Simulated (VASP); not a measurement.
# TiAl in VASP: a series of runs

Runs on TiAl. Level: PBEsol. Tasks: single point.

Everything below comes from runs of VASP 6.6.1. Logs are shortened: lines on timing, memory, paths and dates and some standing lists are left out, and cuts for length are marked.

## Step 1: The cell of the first run

The structure is orthorhombic, space group Amm2 (No. 38). Conventional cell: a = 4.678 Å, b = 2.867 Å, c = 4.966 Å, α = 90.00°, β = 90.00°, γ = 90.00°. Within 3.7 Å of Ti (site symmetry mm2) lie 6 Al at 2.81 to 2.99 Å and 6 Ti at 2.87 Å. Al (site symmetry mm2) has 6 Ti at 2.81 to 2.99 Å and 6 Al at 2.87 Å within 3.7 Å.

## Step 2: Single point, PBEsol (atom 1 (Ti) moved by (+0.000, -0.200) A along x and y)

INCAR

```
SYSTEM = TiAl
ALGO     = Fast           ! electronic algorithm
EDIFF    = 1E-6           ! SCF threshold, eV
ENCUT    = 520            ! plane-wave cutoff, eV
GGA      = PS             ! functional
ISIF     = 2              ! what is computed and relaxed
ISMEAR   = 0              ! smearing method
LASPH    = .True.         ! aspherical terms in the spheres
LCHARG   = .False.        ! write CHGCAR
LREAL    = .False.        ! projectors in reciprocal space
LWAVE    = .False.        ! write WAVECAR
NBANDS   = 14             ! bands
NELM     = 60             ! most SCF steps
PREC     = Accurate       ! precision mode
SIGMA    = 0.15           ! smearing width, eV
```

KPOINTS

```
k-points
0
Gamma
  18 18 10
  0 0 0
```

POSCAR

```
TiAl
1.0
    2.8672622327      0.0000000000      0.0000000000
   -1.4336311163      2.4831219328      0.0000000000
    0.0000000000      0.0000000000      4.6780830000
Ti Al
1 1
Direct
   -0.0402718846     -0.0805437693      0.0000000000
    0.3333333333      0.6666666667      0.5000000000
```

Potentials or basis: VASP PAW PBE potentials, release 64 (Ti_sv, Al).

Started as:

```bash
$ cat potpaw_PBE.64/Ti_sv/POTCAR potpaw_PBE.64/Al/POTCAR > POTCAR
$ mpirun -np 1 vasp_std > vasp.out
```

OUTCAR:

```text
SYSTEM = TiAl
   EDIFF = 1E-6
   ENCUT = 520
   GGA = PS
   ISIF = 2
   ISMEAR = 0
   LASPH = .True.
   LREAL = .False.
   NELM = 60
   PREC = Accurate

 ion  position               nearest neighbor table
   1  0.960  0.919  0.000-   2 2.81   2 2.81   2 2.81   2 2.81   2 2.99   2 2.99
   2  0.333  0.667  0.500-   1 2.81   1 2.81   1 2.81   1 2.81   1 2.99   1 2.99

  LATTYP: Found a hexagonal cell.
 ALAT       =     2.8672622327
 C/A-ratio  =     1.6315504549

  Lattice vectors:

 A1 = (   2.8672622327,   0.0000000000,   0.0000000000)
 A2 = (  -1.4336311163,   2.4831219328,   0.0000000000)
 A3 = (   0.0000000000,   0.0000000000,   4.6780830000)

Analysis of symmetry for initial positions (statically):
=====================================================================
 Subroutine PRICEL returns:
 Original cell was already a primitive cell.

 Routine SETGRP: Setting up the symmetry group for a
 hexagonal supercell.

 Subroutine GETGRP returns: Found  4 space group operations
 (whereof  4 operations were pure point group operations)
 out of a pool of 24 trial point group operations.

The static configuration has the point symmetry C_2v.

Analysis of symmetry for dynamics (positions and initial velocities):
=====================================================================
 Subroutine PRICEL returns:
 Original cell was already a primitive cell.

 Routine SETGRP: Setting up the symmetry group for a
 hexagonal supercell.

 Subroutine GETGRP returns: Found  4 space group operations
 (whereof  4 operations were pure point group operations)
 out of a pool of 24 trial point group operations.

The dynamic configuration has the point symmetry C_2v.

 Subroutine INISYM returns: Found  4 space group operations
 (whereof  4 operations are pure point group operations),
 and found     1 'primitive' translations

----------------------------------------------------------------------------------------

                                     Primitive cell

  volume of cell :      33.3068

  direct lattice vectors                    reciprocal lattice vectors
     2.867262233  0.000000000  0.000000000     0.348764751  0.201359423  0.000000000
    -1.433631116  2.483121933  0.000000000     0.000000000  0.402718846  0.000000000
     0.000000000  0.000000000  4.678083000     0.000000000  0.000000000  0.213762774

  length of vectors
     2.867262233  2.867262233  4.678083000     0.402718846  0.402718846  0.213762774

  position of ions in fractional coordinates (direct lattice)
     0.959728115  0.919456231  0.000000000
     0.333333333  0.666666667  0.500000000

  ion indices of the primitive-cell ions
   primitive index   ion index
                 1           1
                 2           2

----------------------------------------------------------------------------------------

 KPOINTS: k-points

Automatic generation of k-mesh.
 Grid dimensions read from file:
 generate k-points for:   18   18   10

 Generating k-lattice:

  Cartesian coordinates                     Fractional coordinates (reciprocal lattice)
     0.019375820  0.011186635  0.000000000     0.055555556  0.000000000  0.000000000
     0.000000000  0.022373269  0.000000000     0.000000000  0.055555556  0.000000000
     0.000000000  0.000000000  0.021376277     0.000000000  0.000000000  0.100000000

  Length of vectors
     0.022373269  0.022373269  0.021376277

  Shift w.r.t. Gamma in fractional coordinates (k-lattice)
     0.000000000  0.000000000  0.000000000

 Subroutine IBZKPT returns following result:
 ===========================================

 Found    546 irreducible k-points:

 Following reciprocal coordinates:
            Coordinates               Weight
  0.000000  0.000000  0.000000      1.000000
  0.055556 -0.000000  0.000000      4.000000
  0.000000  0.055556  0.000000      2.000000
  0.111111 -0.000000  0.000000      4.000000
  0.000000  0.111111  0.000000      2.000000
  0.166667 -0.000000  0.000000      4.000000
[... 16 lines left out ...]
 -0.055556  0.166667  0.000000      4.000000
 -0.166667  0.111111  0.000000      4.000000
 [... further k-points ...]
   k-points           NKPTS =    546   k-points in BZ     NKDIM =    546   number of bands    NBANDS=     14
   number of dos      NEDOS =    301   number of ions     NIONS =      2
   total plane-waves  NPLWV =  20736
   dimension x,y,z NGX =    24 NGY =   24 NGZ =   36
   dimension x,y,z NGXF=    48 NGYF=   48 NGZF=   72
   ions per type =               1   1
   NGX,Y,Z   is equivalent  to a cutoff of  13.92, 13.92, 12.79 a.u.
   NGXF,Y,Z  is equivalent  to a cutoff of  27.83, 27.83, 25.59 a.u.
 SYSTEM =  TiAl
   PREC   = accura    normal or accurate (medium, high low for compatibility)
   ISTART =      0    job   : 0-new  1-cont  2-samecut
   ICHARG =      2    charge: 1-file 2-atom 10-const
   ISPIN  =      1    spin polarized calculation?
   LNONCOLLINEAR =      F non collinear calculations
   LSORBIT =      F    spin-orbit coupling
   LASPH  =      T    aspherical Exc in radial PAW
   ENCUT  =  520.0 eV  38.22 Ry    6.18 a.u.   5.33  5.33  8.70*2*pi/ulx,y,z
   NELM   =     60;   NELMIN=  2; NELMDL= -5     # of ELM steps
   EDIFF  = 0.1E-05   stopping-criterion for ELM
   LREAL  =      F    real-space projection
   EDIFFG = 0.1E-04   stopping-criterion for IOM
   NSW    =      0    number of steps for IOM
   IBRION =     -1    ionic relax: 0-MD 1-quasi-New 2-CG
   NFREE  =      0    steps in history (QN), initial steepest desc. (CG)
   ISIF   =      2    stress and relaxation
   ISYM   =      2    0-nonsym 1-usesym 2-fastsym
   POTIM  = 0.5000    time-step for ionic-motion
   TEBEG  =    0.0;   TEEND  =   0.0 temperature during run
   PSTRESS=    0.0 pullay stress
   NELECT =      15.0000    total number of electrons
   NUPDOWN=      -1.0000    fix difference up-down
   EMIN   =  10.00;   EMAX   =-10.00  energy-range for DOS
   EFERMI =   0.00;   METHOD = LEGACY
   ISMEAR =     0;   SIGMA  =   0.15  broadening in eV -4-tet -1-fermi 0-gaus
   EFERMI_NEDOS =   21; number of points for ismear=-14 and -15
   IALGO  =     68    algorithm
   IMIX   =      4    mixing-type and parameters
     AMIX     =   0.40;   BMIX     =  1.00
     AMIX_MAG =   1.60;   BMIX_MAG =  1.00
  volume/ion in A,a.u.               =      16.65       112.38
  Fermi-wavevector in a.u.,A,eV,Ry     =   1.254857  2.371335 21.424622  1.574665
  Thomas-Fermi vector in A             =   2.388641
   LORBIT       =      0    0 simple, 1 ext, 2 COOP (PROOUT), +10 PAW based schemes
   GGA     = PS    functional components
   LHFCALC =     F    Hartree Fock is set to
   AEXX    =    0.0000 exact exchange contribution
   IVDW    =     0    specifies the selected vdW correction
   LEPSILON=     F    determine dielectric tensor
   LRPA    =     F    only Hartree local field effects (RPA)
 non-spin polarized calculation
 RMM-DIIS sequential band-by-band and
 Gauss-broadening in eV      SIGMA  =   0.15
  energy-cutoff  :      520.00
  volume of cell :       33.31
 maximum number of plane-waves:       917
 NGX is ok and might be reduce to    24
   NGX = 11   NGY = 11   NGZ = 17

 number of electron      15.0000001 magnetization

 Free energy of the ion-electron system (eV)
  ---------------------------------------------------
  ext. energy  EPLUGINS =         0.00000000
  ---------------------------------------------------
  free energy    TOTEN  =       -12.90693241 eV

  energy without entropy =      -12.87918955  energy(sigma->0) =      -12.89306098

 E-fermi :   7.7720     XC(G=0): -11.0316

 val. band max:        7.7719512016   @ k =   0.1111   0.1111   0.4000
 cond. band min:       7.7728344013   @ k =  -0.3889   0.2778   0.4000
 fundamental gap:      0.0008831997
 Fermi energy:         7.7719799124

 k-point     1 :       0.0000    0.0000    0.0000
  band No.  band energies     occupation
      1     -48.5161      2.00000
      2     -24.9397      2.00000
      3     -24.5216      2.00000
      4     -24.5070      2.00000
      5      -1.1464      2.00000
      6       5.4711      2.00000
      7       5.9519      2.00000
      8       9.0408      0.00000
      9       9.0647      0.00000
     10      10.4899      0.00000
     11      10.5733      0.00000
     12      11.6523      0.00000
     13      20.6291      0.00000
     14      20.7747      0.00000

 k-point     2 :       0.0556   -0.0000    0.0000
  band No.  band energies     occupation
      1     -48.5132      2.00000
      2     -24.9369      2.00000
      3     -24.5326      2.00000
      4     -24.5183      2.00000
      5      -1.0695      2.00000
      6       5.5555      2.00000
      7       5.9598      2.00000
      8       8.9830      0.00000
      9       9.1107      0.00000
     10      10.4931      0.00000
     11      10.5677      0.00000
     12      11.6714      0.00000
     13      19.3260      0.00000
     14      19.9065      0.00000

 k-point     3 :       0.0000    0.0556    0.0000
  band No.  band energies     occupation
      1     -48.5132      2.00000
      2     -24.9369      2.00000
      3     -24.5397      2.00000
      4     -24.5110      2.00000
      5      -1.0697      2.00000
      6       5.5556      2.00000
      7       5.9650      2.00000
      8       8.9663      0.00000
      9       9.1274      0.00000
     10      10.4688      0.00000
     11      10.5843      0.00000
     12      11.6667      0.00000
     13      19.3919      0.00000
     14      19.8540      0.00000
[... 324 lines left out ...]
 k-point    23 :      -0.0556    0.1667    0.0000
  band No.  band energies     occupation
      1     -48.4971      2.00000
      2     -24.9210      2.00000
      3     -24.6371      2.00000
      4     -24.5368      2.00000
      5      -0.6138      2.00000
      6       6.0274      2.00000
      7       6.0335      2.00000
      8       8.5771      0.00000
      9       9.4964      0.00000
     10      10.3413      0.00000
     11      10.6788      0.00000
     12      11.7424      0.00000
     13      16.6739      0.00000
     14      17.6360      0.00000

 k-point    24 :      -0.1667    0.1111    0.0000
  band No.  band energies     occupation
      1     -48.4970      2.00000
      2     -24.9208      2.00000
      3     -24.6251      2.00000
      4     -24.5494      2.00000
      5      -0.6118      2.00000
      6       5.9939      2.00000
      7       6.0259      2.00000
      8       8.5990      0.00000
      9       9.4755      0.00000
     10      10.4140      0.00000
     11      10.6654      0.00000
     12      11.7849      0.00000
     13      16.5822      0.00000
     14      17.6332      0.00000

 [... further k-points ...]

------------------------ aborting loop because EDIFF is reached ----------------------------------------

  FORCE on cell =-STRESS in cart. coord.  units (eV):
  Direction    XX          YY          ZZ          XY          YZ          ZX
  --------------------------------------------------------------------------------------
  -------------------------------------------------------------------------------------
  Total        0.0729100     -1.1470581     -0.6258486     -0.0000000      0.0000000      0.0000000
  in kB        3.5072320    -55.1775755    -30.1055447     -0.0000000      0.0000000      0.0000000
  external PRESSURE =     -27.2586294 kB  Pullay stress =       0.0000000 kB

 VOLUME and BASIS-vectors are now :
 -----------------------------------------------------------------------------
  energy-cutoff  :      520.00
  volume of cell :       33.31
      direct lattice vectors                 reciprocal lattice vectors
     2.867262233  0.000000000  0.000000000     0.348764751  0.201359423  0.000000000
    -1.433631116  2.483121933  0.000000000     0.000000000  0.402718846  0.000000000
     0.000000000  0.000000000  4.678083000     0.000000000  0.000000000  0.213762774

 POSITION                                       TOTAL-FORCE (eV/Angst)
 -----------------------------------------------------------------------------------
      1.43363      2.28312      0.00000         0.000000      0.288091      0.000000
     -0.00000      1.65541      2.33904        -0.000000     -0.288091      0.000000
 -----------------------------------------------------------------------------------
    total drift:                               -0.000000     -0.000036      0.000000

  FREE ENERGIE OF THE ION-ELECTRON SYSTEM (eV)
  ---------------------------------------------------
  free  energy   TOTEN  =       -12.9069324130 eV

  energy  without entropy=      -12.8791895536  energy(sigma->0) =      -12.89306098
```

It took 5.1 min on 1 thread of AMD EPYC 9R45 (Zen 5), shared host; peak memory 0.34 GiB.

Results:

```
Free energy            : -12.9069 eV
Pressure               : -2.7 GPa
Largest force          : 0.288 eV/Å
Band gap on the k mesh : zero (an odd number of electrons rules out a gap without spin polarisation)
```

Forces on the atoms (eV/Å):
```
Ti   0.000  0.288  0.000
Al   0.000 -0.288  0.000
```

Stress tensor (GPa, compression positive):
```
 0.35  0.00  0.00
 0.00 -5.52  0.00
 0.00  0.00 -3.01
```

Caveat: the cell differs from its parent crystal (atom 1 (Ti) moved by (+0.000, -0.200) A along x and y); the PAW data sets were made with another functional, which shifts forces and pressure a little.

## Step 3: Single point, PBEsol (atom 1 (Ti) moved by (+0.000, +0.200) A along x and y)

INCAR

```
ALGO = Fast
EDIFF = 1E-6
ENCUT = 520
GGA = PS
ISIF = 2
ISMEAR = 0
LASPH = T
LCHARG = F
LREAL = F
LWAVE = F
NBANDS = 14
NELM = 60
PREC = Accurate
SIGMA = 0.15
```

KPOINTS

```
k-points
0
Gamma
  18 18 10
```

Changes to POSCAR since step 2:

```diff
@@ -8,3 +8,3 @@
 Direct
-   -0.0402718846     -0.0805437693      0.0000000000
+    0.0402718846      0.0805437693      0.0000000000
     0.3333333333      0.6666666667      0.5000000000
```

Potentials or basis: VASP PAW PBE potentials, release 64 (Ti_sv, Al).

Started as:

```bash
$ cat potpaw_PBE.64/Ti_sv/POTCAR potpaw_PBE.64/Al/POTCAR > POTCAR
$ mpirun -np 1 vasp_std > vasp.out
```

Run time: 5 min. Hardware: 1 thread of AMD EPYC 9R45 (Zen 5), shared host; peak memory 0.34 GiB.

Results (log left out):

```
Free energy            : -12.8943 eV
Pressure               : -2.4 GPa
Largest force          : 0.476 eV/Å
Band gap on the k mesh : zero (an odd number of electrons rules out a gap without spin polarisation)
```

Forces on the atoms (eV/Å):
```
Ti   0.000 -0.476  0.000
Al   0.000  0.476  0.000
```

Stress tensor (GPa, compression positive):
```
-4.99  0.00  0.00
 0.00  0.20  0.00
 0.00  0.00 -2.40
```

Levels at points of the mesh, in eV from the Fermi level:
| k point | band 5 | band 6 | band 7 | band 8 | band 9 | band 10 | band 11 | band 12 |
| --- | --- | --- | --- | --- | --- | --- | --- | --- |
| (0.00, 0.00, 0.00) | -8.92 | -2.30 | -1.82 | 1.27 | 1.29 | 2.73 | 2.80 | 3.87 |
| (0.50, 0.00, 0.00) | -3.70 | -2.82 | -1.47 | -0.98 | 2.08 | 3.96 | 4.01 | 4.11 |
| (0.00, 0.50, 0.00) | -3.69 | -2.77 | -1.63 | -1.01 | 2.12 | 3.96 | 4.01 | 4.39 |
| (0.00, 0.00, 0.50) | -8.02 | -5.27 | -0.45 | 1.28 | 1.31 | 2.66 | 2.72 | 6.79 |
| (0.50, 0.00, 0.50) | -3.63 | -2.35 | -1.86 | 0.58 | 0.95 | 1.89 | 2.87 | 3.96 |
| (0.00, 0.50, 0.50) | -3.65 | -2.46 | -1.72 | 0.41 | 0.92 | 1.92 | 3.01 | 3.97 |

Caveat: the cell differs from its parent crystal (atom 1 (Ti) moved by (+0.000, +0.200) A along x and y); the PAW data sets were made with another functional, which shifts forces and pressure a little.

## Step 4: Single point, PBEsol (atom 1 (Ti) moved by (-0.200, -0.200) A along x and y)

INCAR

```
PREC     = Accurate       # precision mode
ENCUT    = 520            # plane-wave cutoff, eV
EDIFF    = 1E-7           # SCF threshold, eV
ISMEAR   = 0              # smearing method
SIGMA    = 0.15           # smearing width, eV
LREAL    = F              # projectors in reciprocal space
LASPH    = T              # aspherical terms in the spheres
NELM     = 100            # most SCF steps
ALGO     = Fast           # electronic algorithm
ISIF     = 2              # what is computed and relaxed
LWAVE    = F              # write WAVECAR
LCHARG   = F              # write CHGCAR
GGA      = PS             # functional
NBANDS   = 14             # bands
```

KPOINTS

```
Automatic mesh
0
Gamma
  18 18 10
```

Changes to POSCAR since step 3:

```diff
@@ -8,3 +8,3 @@
 Direct
-    0.0402718846      0.0805437693      0.0000000000
+   -0.1100248349     -0.0805437693      0.0000000000
     0.3333333333      0.6666666667      0.5000000000
```

Started as:

```bash
$ cat potpaw_PBE.64/Ti_sv/POTCAR potpaw_PBE.64/Al/POTCAR > POTCAR
$ mpirun -np 1 vasp_std > vasp.out
```

Wall time 12 min (1 thread of AMD EPYC 9R45 (Zen 5), shared host); peak memory 0.53 GiB.

It converged, with:

```
Free energy            : -12.8504 eV
Pressure               : -2.1 GPa
Largest force          : 0.669 eV/Å
Band gap on the k mesh : zero (an odd number of electrons rules out a gap without spin polarisation)
```

Forces in eV/Å, atoms in the order of the input:
```
Ti   0.557  0.370  0.000
Al  -0.557 -0.370  0.000
```

Stress tensor (GPa, compression positive):
```
 0.21  2.36  0.00
 2.36 -5.21  0.00
 0.00  0.00 -1.25
```

Levels at points of the mesh, in eV from the Fermi level:
```
           k point  band 6  band 7  band 8  band 9  band 10  band 11
(0.00, 0.00, 0.00)   -2.29   -1.82    1.27    1.30     2.72     2.81
(0.50, 0.00, 0.00)   -2.76   -1.66   -1.01    2.13     3.97     4.00
(0.00, 0.50, 0.00)   -2.84   -1.39   -0.97    2.06     3.87     3.97
(0.50, 0.50, 0.00)   -2.81   -1.49   -0.98    2.09     3.97     4.08
(0.00, 0.00, 0.50)   -5.26   -0.46    1.29    1.32     2.65     2.73
(0.50, 0.00, 0.50)   -2.48   -1.68    0.36    0.92     1.93     3.03
(0.00, 0.50, 0.50)   -2.30   -1.91    0.63    0.97     1.88     2.80
(0.50, 0.50, 0.50)   -2.36   -1.83    0.55    0.93     1.90     2.90
```

Caveat: the cell differs from its parent crystal (atom 1 (Ti) moved by (-0.200, -0.200) A along x and y); the PAW data sets were made with another functional, which shifts forces and pressure a little.

## Step 5: The runs side by side

| cell | further INCAR settings | gap on the mesh (eV) | pressure (GPa) | largest force (eV/Å) |
| --- | --- | --- | --- | --- |
| as given, atomic positions A | ALGO = Fast; EDIFF = 1e-06; NBANDS = 14 | none | -2.7 | 0.29 |
| as given, atomic positions B | ALGO = Fast; EDIFF = 1e-06; NBANDS = 14 | none | -2.4 | 0.48 |
| as given, atomic positions C | ALGO = Fast; EDIFF = 1e-07; NBANDS = 14 | none | -2.1 | 0.67 |

Alike in all rows: task single point; level PBEsol; potentials or basis VASP PAW PBE potentials, release 64 (Ti_sv, Al); no spin polarisation; k mesh 18 × 18 × 10; cutoff (eV) 520; smearing gaussian 0.15 eV.

Caveats: the PAW data sets were made with another functional, which shifts forces and pressure a little.

Total energies depend on the potentials used, so only differences within one code and one set of settings carry meaning.
